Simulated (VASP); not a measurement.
AlCo (CsCl type): density of states with PBE

Crystal: AlCo (CsCl type).

```xyz
2
Lattice="2.3370 0.0000 0.0000 0.0000 2.3370 0.0000 0.0000 0.0000 2.3370" Properties=species:S:1:pos:R:3 pbc="T T T"
Co    0.0000    0.0000    0.0000
Al    1.1685    1.1685    1.1685
```

This cell differs from its parent crystal: volume scaled by 0.55.

```yaml
Program: VASP 6.6.1
Task: density of states
Functional: PBE
Potentials_or_basis: VASP PAW PBE potentials, release 64 (Co, Al)
Cutoff: 520 eV
k_mesh: 14 × 14 × 14
Occupations: fermi-dirac, width 0.08 eV
Spin: no spin polarisation
Dipole_correction: no
k_mesh_for_the_DOS: 21 × 21 × 21
Occupations_for_the_DOS: tetrahedron
Further_INCAR_settings: ALGO = Normal; EDIFF = 1e-07; NBANDS = 13
```

* Valence electrons inside the program's atomic spheres: Co 10.33; Al 1.41

Levels at points of the mesh, in eV from the Fermi level:
```
           k point  band 4  band 5  band 6  band 7  band 8  band 9
(0.00, 0.00, 0.00)   -2.09   -2.09   -2.09    9.86    9.86    9.86
```

Run time: 80 s on 1 thread of Intel Xeon 8259CL, with other jobs on the host, peak memory 0.17 GiB.

 Spin polarisation is off, so any magnetic state and its effect on volume and gap are missing.
